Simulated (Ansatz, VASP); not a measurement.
**PbSe2I2: VASP beside Ansatz**

File INCAR:

```
SYSTEM = PbSe2I2
  PREC = Accurate
  ENCUT = 520
  EDIFF = 1E-6
  ISMEAR = 0
  SIGMA = 0.1
  LREAL = .FALSE.
  LASPH = .TRUE.
  NELM = 80
  ALGO = Normal
  ISIF = 2
  LWAVE = .FALSE.
  LCHARG = .FALSE.
  GGA = PE
  NBANDS = 28
```

Contents of KPOINTS:

```
Automatic mesh
0
G
  4 4 4
  0 0 0
```

POSCAR

```
PbSe2I2
1.0
    0.0000000000      3.7484226900      5.9290537800
    3.7332491600      0.0000000000      5.9290537800
    3.7332491600      3.7484226900      0.0000000000
Pb Se I
1 2 2
Direct
    0.0000000000      0.0000000000      0.0000000000
    0.6213340500      0.6213340500      0.3786659500
    0.3786659500      0.3786659500      0.6213340500
    0.2500000000      0.2500000000      0.2500000000
    0.7500000000      0.7500000000      0.7500000000
```

Input for Ansatz:

```yaml
crystal:
  lattice:
    - [0.0, 3.74842269, 5.92905378]
    - [3.73324916, 0.0, 5.92905378]
    - [3.73324916, 3.74842269, 0.0]
  atoms:
    - { symbol: Pb, position: [0.0, 0.0, 0.0] }
    - { symbol: Se, position: [0.62133405, 0.62133405, 0.37866595] }
    - { symbol: Se, position: [0.37866595, 0.37866595, 0.62133405] }
    - { symbol: I, position: [0.25, 0.25, 0.25] }
    - { symbol: I, position: [0.75, 0.75, 0.75] }
basis:
  ecutwfc: 420
kpoints:
  mp_grid: { grid: [4, 4, 4] }
hamiltonian:
  xc: pbe
scf:
  occupations: { method: gaussian, width: 0.1 }
  lower_state_search: "off"
output:
  forces: true
  stress: true
  eigenvalues: true
```

Alike in both runs: task single point; functional PBE; k mesh 4 × 4 × 4; occupations gaussian, width 0.1 eV; no spin polarisation.

```csv
,VASP,Ansatz
version,VASP 6.6.1,Ansatz 0.2.0
potentials or method,"VASP PAW PBE potentials, release 64 (Pb_d, Se, I), cutoff 520 eV","scalar-relativistic, plane waves, PAW"
valence electrons in the cell,40,80
```

|  | VASP | Ansatz | Ansatz less VASP |
| --- | --- | --- | --- |
| gap on the k mesh at the Fermi level (eV) | none | none | - |
| pressure (GPa) | 0.5 | 0.5 | +0.03 |
| traceless stress, the component that is largest in VASP (GPa) | -4.43 | -4.44 | -0.004 |
| rms of the force components (eV/Å) | 0.796 | 0.797 | +0.0011 |

Atom by atom the forces differ by 0.001 eV/Å (rms over components). A gap of «none» marks a metal or a gap that the smearing closes. VASP's potentials hold 40 valence electrons a cell and Ansatz's 80, so a difference there can come from the potentials and not from the codes.

Neither program's run includes spin-orbit coupling.
